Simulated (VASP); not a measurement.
# MnO (Fm-3m) in VASP: settings compared, part 2 of 2

VASP 6.6.1. The steps go on from the part before.

## (3) Single point, revPBE, collinear spin, ferromagnetic start

This run uses another cell than the first one, of 11.00 Å³/atom, 1.042 times its volume.

Contents of INCAR:

```
  ALGO = Normal
  EDIFF = 1E-6
  ENCUT = 520
  GGA = RE
  ISIF = 2
  ISMEAR = -1
  ISPIN = 2
  LASPH = T
  LCHARG = F
  LMAXMIX = 4
  LORBIT = 11
  LREAL = F
  LWAVE = F
  MAGMOM = 4 0
  NBANDS = 20
  NELM = 150
  PREC = Accurate
  SIGMA = 0.05
```

Contents of KPOINTS:

```
k-points
0
Gamma
  10 10 10
```

Contents of POSCAR:

```
MnO
1.0
    0.0000000000      2.2239077028      2.2239077028
    2.2239077028      0.0000000000      2.2239077028
    2.2239077028      2.2239077028      0.0000000000
Mn O
1 1
Direct
    0.0000000000      0.0000000000      0.0000000000
    0.5000000000      0.5000000000      0.5000000000
```

Potentials or basis: VASP PAW PBE potentials, release 64 (Mn_pv, O).

On the command line:

```bash
cat potpaw_PBE.64/Mn_pv/POTCAR potpaw_PBE.64/O/POTCAR > POTCAR
mpirun -np 1 vasp_std > vasp.out
```

OUTCAR:

```text
EDIFF = 1E-6
   ENCUT = 520
   GGA = RE
   ISIF = 2
   ISMEAR = -1
   ISPIN = 2
   LASPH = T
   LORBIT = 11
   LREAL = F
   NELM = 150
   PREC = Accurate

 ion  position               nearest neighbor table
   1  0.000  0.000  0.000-   2 2.22   2 2.22   2 2.22   2 2.22   2 2.22   2 2.22
   2  0.500  0.500  0.500-   1 2.22   1 2.22   1 2.22   1 2.22   1 2.22   1 2.22

  LATTYP: Found a face centered cubic cell.
 ALAT       =     4.4478154056

  Lattice vectors:

 A1 = (   0.0000000000,   2.2239077028,   2.2239077028)
 A2 = (   2.2239077028,   0.0000000000,   2.2239077028)
 A3 = (   2.2239077028,   2.2239077028,   0.0000000000)

Analysis of symmetry for initial positions (statically):
=====================================================================
 Subroutine PRICEL returns:
 Original cell was already a primitive cell.

 Routine SETGRP: Setting up the symmetry group for a
 face centered cubic supercell.

 Subroutine GETGRP returns: Found 48 space group operations
 (whereof 48 operations were pure point group operations)
 out of a pool of 48 trial point group operations.

The static configuration has the point symmetry O_h .

Analysis of symmetry for dynamics (positions and initial velocities):
=====================================================================
 Subroutine PRICEL returns:
 Original cell was already a primitive cell.

 Routine SETGRP: Setting up the symmetry group for a
 face centered cubic supercell.

 Subroutine GETGRP returns: Found 48 space group operations
 (whereof 48 operations were pure point group operations)
 out of a pool of 48 trial point group operations.

The dynamic configuration has the point symmetry O_h .

Analysis of structural, dynamic, and magnetic symmetry:
=====================================================================
 Subroutine PRICEL returns:
 Original cell was already a primitive cell.

 Routine SETGRP: Setting up the symmetry group for a
 face centered cubic supercell.

 Subroutine GETGRP returns: Found 48 space group operations
[... 145 lines left out ...]
  ---------------------------------------------------
  free energy    TOTEN  =       -15.80134797 eV

  energy without entropy =      -15.79488694  energy(sigma->0) =      -15.79811745

 E-fermi :   7.6384     XC(G=0): -11.6921

 val. band max:        7.6317624460   @ k =   0.4000   0.0000   0.0000
 cond. band min:       7.7681713673   @ k =  -0.3000   0.2000   0.0000
 fundamental gap:      0.1364089213
 Fermi energy:         7.6384114510

 spin component 1

 k-point     1 :       0.0000    0.0000    0.0000
  band No.  band energies     occupation
      1     -42.8059      1.00000
      2     -42.8059      1.00000
      3     -42.8059      1.00000
      4     -12.6616      1.00000
      5       3.9246      1.00000
      6       3.9246      1.00000
[... 541 lines left out ...]
     19      32.3514      0.00000
     20      34.1167      0.00000

 [... further k-points ...]

 spin component 2

 k-point     1 :       0.0000    0.0000    0.0000
  band No.  band energies     occupation
      1     -38.0696      1.00000
      2     -38.0696      1.00000
      3     -38.0696      1.00000
      4     -12.2194      1.00000
      5       4.3070      1.00000
      6       4.3070      1.00000
[... 541 lines left out ...]
     19      33.4023      0.00000
     20      35.2025      0.00000

 [... further k-points ...]

------------------------ aborting loop because EDIFF is reached ----------------------------------------

  FORCE on cell =-STRESS in cart. coord.  units (eV):
  Direction    XX          YY          ZZ          XY          YZ          ZX
  --------------------------------------------------------------------------------------
  -------------------------------------------------------------------------------------
  Total        0.5969456      0.5969456      0.5969456      0.0000000      0.0000000      0.0000000
  in kB       43.4775477     43.4775477     43.4775477      0.0000000      0.0000000      0.0000000
  external PRESSURE =      43.4775477 kB  Pullay stress =       0.0000000 kB

 VOLUME and BASIS-vectors are now :
 -----------------------------------------------------------------------------
  energy-cutoff  :      520.00
  volume of cell :       22.00
      direct lattice vectors                 reciprocal lattice vectors
     0.000000000  2.223907703  2.223907703    -0.224829474  0.224829474  0.224829474
     2.223907703  0.000000000  2.223907703     0.224829474 -0.224829474  0.224829474
     2.223907703  2.223907703  0.000000000     0.224829474  0.224829474 -0.224829474

 POSITION                                       TOTAL-FORCE (eV/Angst)
 -----------------------------------------------------------------------------------
      0.00000      0.00000      0.00000         0.000000     -0.000000      0.000000
      2.22391      2.22391      2.22391         0.000000      0.000000      0.000000
 -----------------------------------------------------------------------------------
    total drift:                                0.000000     -0.000000     -0.000000

  FREE ENERGIE OF THE ION-ELECTRON SYSTEM (eV)
  ---------------------------------------------------
  free  energy   TOTEN  =       -15.8013479699 eV

  energy  without entropy=      -15.7948869357  energy(sigma->0) =      -15.79811745

 total charge

# of ion       s       p       d       tot
------------------------------------------
    1        0.200   6.174   4.970  11.344
    2        1.564   3.425   0.000   4.989
--------------------------------------------------
tot          1.764   9.599   4.970  16.333

 magnetization (x)

# of ion       s       p       d       tot
------------------------------------------
    1        0.034   0.027   4.310   4.371
    2        0.030   0.171   0.000   0.200
--------------------------------------------------
tot          0.063   0.198   4.310   4.571
```

Wall time 27 s (1 thread of Intel Xeon Platinum 8488C (Sapphire Rapids), shared host); peak memory 0.16 GiB.

What came out:

| Item | Value |
| --- | --- |
| Free energy | -15.8013 eV |
| Pressure | 4.3 GPa |
| Net moment | 4.81 μB per cell |
| Site moments | Mn +4.37; O +0.20 μB |
| Valence electrons inside the program's atomic spheres | Mn 11.34; O 4.99 |

Levels at points of the mesh, in eV from the Fermi level:
Spin up:
| k point | band 8 | band 9 | band 10 | band 11 | band 12 | band 13 | band 14 | band 15 | band 16 | band 17 |
| --- | --- | --- | --- | --- | --- | --- | --- | --- | --- | --- |
| (0.00, 0.00, 0.00) | -3.25 | -3.25 | -3.25 | -2.72 | -2.72 | -0.52 | 13.97 | 16.33 | 16.33 | 16.33 |
| (0.50, 0.00, 0.00) | -2.36 | -2.36 | -1.91 | 0.19 | 0.19 | 3.49 | 7.77 | 11.91 | 11.91 | 18.47 |
| (0.50, 0.50, 0.00) | -4.24 | -2.30 | -2.09 | -2.09 | -1.96 | 5.05 | 7.85 | 10.40 | 13.70 | 13.70 |
Spin down:
| k point | band 4 | band 5 | band 6 | band 7 | band 8 | band 9 | band 10 | band 11 |
| --- | --- | --- | --- | --- | --- | --- | --- | --- |
| (0.00, 0.00, 0.00) | -19.86 | -3.33 | -3.33 | -3.33 | 0.86 | 0.86 | 0.86 | 0.90 |
| (0.50, 0.00, 0.00) | -18.92 | -7.30 | -4.80 | -4.80 | 2.03 | 2.08 | 2.08 | 3.71 |
| (0.50, 0.50, 0.00) | -18.95 | -6.37 | -4.30 | -4.30 | -0.70 | 2.05 | 2.24 | 2.51 |

Caveat: the PAW data sets were made with another functional, which shifts forces and pressure a little; a cell with one magnetic atom can't hold antiferromagnetic order, which such compounds often take; semilocal functionals often make such compounds metallic where correlation or magnetic order opens a gap, which also shifts bond lengths. With open d or f shells a metallic result of revPBE can be an artefact of self-interaction; +U or a hybrid may open a gap.

## (4) Single point, BLYP, collinear spin, ferromagnetic start

This run uses another cell than the first one, of 11.00 Å³/atom, 1.042 times its volume.

Contents of INCAR:

```
SYSTEM = MnO
PREC     = Accurate       ! precision mode
ENCUT    = 520            ! plane-wave cutoff, eV
EDIFF    = 1E-6           ! SCF threshold, eV
ISMEAR   = -1             ! smearing method
SIGMA    = 0.05           ! smearing width, eV
LREAL    = .FALSE.        ! projectors in reciprocal space
LASPH    = .TRUE.         ! aspherical terms in the spheres
NELM     = 150            ! most SCF steps
ALGO     = Normal         ! electronic algorithm
ISIF     = 2              ! what is computed and relaxed
LWAVE    = .FALSE.        ! write WAVECAR
LCHARG   = .FALSE.        ! write CHGCAR
ISPIN    = 2              ! spin polarisation
MAGMOM   = 4 0            ! initial moments
LORBIT   = 11             ! projections on sites
LMAXMIX  = 4              ! l up to which the mixer works
GGA      = B5             ! functional
ALDAX    = 1.0          
AGGAX    = 1.0          
AGGAC    = 1.0          
ALDAC    = 0.0          
NBANDS   = 20             ! bands
```

Contents of KPOINTS:

```
Automatic mesh
0
G
  10 10 10
  0 0 0
```

POSCAR is that of step 3.

On the command line:

```bash
cat potpaw_PBE.64/Mn_pv/POTCAR potpaw_PBE.64/O/POTCAR > POTCAR
mpirun -np 1 vasp_std > vasp.out
```

Wall time 48 s (1 thread of Intel Xeon Platinum 8488C (Sapphire Rapids), shared host); peak memory 0.16 GiB.

It converged, with:

```yaml
Free_energy: -15.2905 eV
Pressure: 3.9 GPa
Net_moment: 4.70 μB per cell
Site_moments: Mn +4.27; O +0.23 μB
Valence_electrons_inside_the_program's_atomic_spheres: Mn 11.38; O 4.99
```

Levels at points of the mesh, in eV from the Fermi level:
Spin up:
```tsv
k point	band 10	band 11	band 12	band 13	band 14	band 15
(0.00, 0.00, 0.00)	-3.07	-2.56	-2.56	-0.06	14.87	16.78
(0.50, 0.00, 0.00)	-1.79	0.24	0.24	4.06	7.94	12.24
(0.50, 0.50, 0.00)	-1.94	-1.94	-1.80	5.29	8.21	11.01
```
Spin down:
| k point | band 3 | band 4 | band 5 | band 6 | band 7 | band 8 | band 9 | band 10 | band 11 | band 12 |
| --- | --- | --- | --- | --- | --- | --- | --- | --- | --- | --- |
| (0.00, 0.00, 0.00) | -45.66 | -19.72 | -3.35 | -3.35 | -3.35 | 0.55 | 0.55 | 0.55 | 0.92 | 1.18 |
| (0.50, 0.00, 0.00) | -45.67 | -18.76 | -7.33 | -4.87 | -4.87 | 1.75 | 1.75 | 1.75 | 3.48 | 3.48 |
| (0.50, 0.50, 0.00) | -45.69 | -18.80 | -6.33 | -4.31 | -4.31 | -0.93 | 1.76 | 1.98 | 2.17 | 2.17 |

Caveat: the PAW data sets were made with another functional, which shifts forces and pressure a little; a cell with one magnetic atom can't hold antiferromagnetic order, which such compounds often take; semilocal functionals often make such compounds metallic where correlation or magnetic order opens a gap, which also shifts bond lengths. With open d or f shells a metallic result of BLYP can be an artefact of self-interaction; +U or a hybrid may open a gap.

## (5) Single point, PBEsol+D3(BJ), collinear spin, ferromagnetic start

This run uses another cell than the first one, of 11.03 Å³/atom, 1.045 times its volume.

Contents of INCAR:

```
SYSTEM = MnO
ALGO = Normal ; EDIFF = 1E-7
ENCUT = 520 ; GGA = PS
ISIF = 2 ; ISMEAR = -1
ISPIN = 2 ; IVDW = 12
LASPH = .TRUE. ; LCHARG = .TRUE.
LELF = .TRUE. ; LMAXMIX = 4
LORBIT = 11 ; LREAL = .FALSE.
LVHAR = .TRUE. ; LWAVE = .FALSE.
MAGMOM = 4 0 ; NBANDS = 20
NELM = 150 ; PREC = Accurate
SIGMA = 0.05
```

Contents of KPOINTS:

```
k-points
0
G
  10 10 10
  0 0 0
```

Contents of POSCAR:

```
MnO
1.0
    0.0000000000      2.2261927024      2.2261927024
    2.2261927024      0.0000000000      2.2261927024
    2.2261927024      2.2261927024      0.0000000000
Mn O
1 1
Direct
    0.0000000000      0.0000000000      0.0000000000
    0.5000000000      0.5000000000      0.5000000000
```

On the command line:

```bash
cat potpaw_PBE.64/Mn_pv/POTCAR potpaw_PBE.64/O/POTCAR > POTCAR
mpirun -np 1 vasp_std > vasp.out
```

Wall time 32 s (1 thread of Intel Xeon Platinum 8488C (Sapphire Rapids), shared host); peak memory 0.17 GiB.

It converged, with:

- Free energy: -17.7525 eV
- Pressure: 0.2 GPa
- Net moment: 4.77 μB per cell
- Site moments: Mn +4.33; O +0.20 μB
- Valence electrons inside the program's atomic spheres: Mn 11.35; O 4.95
- Dispersion energy per atom: -0.269 eV

Levels at points of the mesh, in eV from the Fermi level:
Spin up:
```csv
k point,band 9,band 10,band 11,band 12,band 13,band 14,band 15,band 16
"(0.00, 0.00, 0.00)",-3.21,-3.21,-2.68,-2.68,-0.62,13.76,16.14,16.14
"(0.50, 0.00, 0.00)",-2.30,-1.87,0.22,0.22,3.33,7.63,11.69,11.69
"(0.50, 0.50, 0.00)",-2.25,-2.02,-2.02,-1.90,4.88,7.69,10.25,13.48
```
Spin down:
```csv
k point,band 5,band 6,band 7,band 8,band 9,band 10
"(0.00, 0.00, 0.00)",-3.33,-3.33,-3.33,0.68,0.71,0.71
"(0.50, 0.00, 0.00)",-7.37,-4.82,-4.82,1.91,1.95,1.95
"(0.50, 0.50, 0.00)",-6.41,-4.31,-4.31,-0.88,1.94,2.14
```

Caveat: the PAW data sets were made with another functional, which shifts forces and pressure a little; a cell with one magnetic atom can't hold antiferromagnetic order, which such compounds often take; semilocal functionals often make such compounds metallic where correlation or magnetic order opens a gap, which also shifts bond lengths; pairwise dispersion overbinds metals, which lowers pressure and volume. With open d or f shells a metallic result of PBEsol can be an artefact of self-interaction; +U or a hybrid may open a gap.

## (6) Single point, PBE+D3(BJ), collinear spin, ferromagnetic start

This run uses another cell than the first one, of 11.04 Å³/atom, 1.046 times its volume.

Contents of INCAR:

```
PREC = Accurate
ENCUT = 520
EDIFF = 1E-6
ISMEAR = -1
SIGMA = 0.05
LREAL = False
LASPH = True
NELM = 150
ALGO = Normal
ISIF = 2
LWAVE = False
LCHARG = False
ISPIN = 2
MAGMOM = 4 0
LORBIT = 11
LMAXMIX = 4
GGA = PE
IVDW = 12
NBANDS = 20
```

Contents of KPOINTS:

```
Automatic mesh
0
Gamma
  10 10 10
```

Contents of POSCAR:

```
MnO
1.0
    0.0000000000      2.2268088640      2.2268088640
    2.2268088640      0.0000000000      2.2268088640
    2.2268088640      2.2268088640      0.0000000000
Mn O
1 1
Direct
    0.0000000000      0.0000000000      0.0000000000
    0.5000000000      0.5000000000      0.5000000000
```

Potentials or basis: VASP PAW PBE potentials, release 64 (Mn_pv, O).

On the command line:

```bash
cat potpaw_PBE.64/Mn_pv/POTCAR potpaw_PBE.64/O/POTCAR > POTCAR
mpirun -np 1 vasp_std > vasp.out
```

Run time: 35 s. Hardware: 1 thread of Intel Xeon Platinum 8488C (Sapphire Rapids), shared host; peak memory 0.17 GiB.

It converged, with:

| Item | Value |
| --- | --- |
| Free energy | -17.0193 eV |
| Pressure | 0.1 GPa |
| Net moment | 4.80 μB per cell |
| Site moments | Mn +4.35; O +0.20 μB |
| Valence electrons inside the program's atomic spheres | Mn 11.35; O 4.97 |
| Dispersion energy per atom | -0.306 eV |

Levels at points of the mesh, in eV from the Fermi level:
Spin up:
| k point | band 9 | band 10 | band 11 | band 12 | band 13 | band 14 | band 15 | band 16 |
| --- | --- | --- | --- | --- | --- | --- | --- | --- |
| (0.00, 0.00, 0.00) | -3.21 | -3.21 | -2.68 | -2.68 | -0.54 | 13.96 | 16.30 | 16.30 |
| (0.50, 0.00, 0.00) | -2.32 | -1.88 | 0.20 | 0.20 | 3.47 | 7.70 | 11.85 | 11.85 |
| (0.50, 0.50, 0.00) | -2.26 | -2.05 | -2.05 | -1.93 | 4.99 | 7.80 | 10.39 | 13.60 |
Spin down:
| k point | band 3 | band 4 | band 5 | band 6 | band 7 | band 8 | band 9 | band 10 | band 11 | band 12 |
| --- | --- | --- | --- | --- | --- | --- | --- | --- | --- | --- |
| (0.00, 0.00, 0.00) | -45.68 | -19.77 | -3.32 | -3.32 | -3.32 | 0.77 | 0.77 | 0.77 | 0.79 | 1.39 |
| (0.50, 0.00, 0.00) | -45.69 | -18.82 | -7.31 | -4.80 | -4.80 | 1.95 | 1.99 | 1.99 | 3.64 | 3.64 |
| (0.50, 0.50, 0.00) | -45.71 | -18.85 | -6.37 | -4.29 | -4.29 | -0.79 | 1.98 | 2.17 | 2.42 | 2.42 |

Caveat: a cell with one magnetic atom can't hold antiferromagnetic order, which such compounds often take; semilocal functionals often make such compounds metallic where correlation or magnetic order opens a gap, which also shifts bond lengths; pairwise dispersion overbinds metals, which lowers pressure and volume. With open d or f shells a metallic result of PBE can be an artefact of self-interaction; +U or a hybrid may open a gap.

## (7) Summary

```csv
level,cell,gap on the mesh (eV),pressure (GPa),moment (μB)
PBEsol,"a = 3.103 Å, angles 60.0°, 2 atoms",none,-3.7,4.61
revPBE,"a = 3.145 Å, angles 60.0°, 2 atoms",none,4.3,4.81
BLYP,"a = 3.145 Å, angles 60.0°, 2 atoms",none,3.9,4.70
PBEsol+D3(BJ),"a = 3.148 Å, angles 60.0°, 2 atoms",none,0.2,4.77
PBE+D3(BJ),"a = 3.149 Å, angles 60.0°, 2 atoms",none,0.1,4.80
```

Alike in all rows: task single point; potentials or basis VASP PAW PBE potentials, release 64 (Mn_pv, O); spin collinear, ferromagnetic start; k mesh 10 × 10 × 10; cutoff (eV) 520; smearing fermi-dirac 0.05 eV.

Caveats: a cell with one magnetic atom can't hold antiferromagnetic order, which such compounds often take; semilocal functionals often make such compounds metallic where correlation or magnetic order opens a gap, which also shifts bond lengths; the PAW data sets were made with another functional, which shifts forces and pressure a little (some runs); pairwise dispersion overbinds metals, which lowers pressure and volume (some runs).

Absolute energies hang on the potentials; compare differences alone.
